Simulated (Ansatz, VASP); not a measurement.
Two plane-wave programs on SiGe3

```
CELL_PARAMETERS angstrom
2.82906 0.00000 0.00000
-1.41453 2.45004 0.00000
0.00000 0.00000 10.54117
ATOMIC_POSITIONS crystal
Si 0.00000 0.00000 0.50000
Ge 0.00000 0.00000 0.74366
Ge 0.00000 0.00000 0.00000
Ge 0.00000 0.00000 0.25634
```

Alike in both runs: functional PBE; k mesh 18 × 18 × 4; occupations gaussian, width 0.1 eV; no spin polarisation.

Ansatz relaxed the structure, and its values are those at the end. VASP's run is a single point on that final structure, the one shown.

```csv
,VASP,Ansatz
version,VASP 6.6.1,Ansatz 0.2.0
potentials or method,"VASP PAW PBE potentials, release 64 (Si, Ge_d), cutoff 520 eV","scalar-relativistic, plane waves, PAW"
valence electrons in the cell,46,46
```

|  | VASP | Ansatz | Ansatz less VASP |
| --- | --- | --- | --- |
| gap on the k mesh at the Fermi level (eV) | none | none | - |
| pressure (GPa) | 0.0 | 0.0 | -0.02 |

A gap of «none» marks a metal or a gap that the smearing closes.
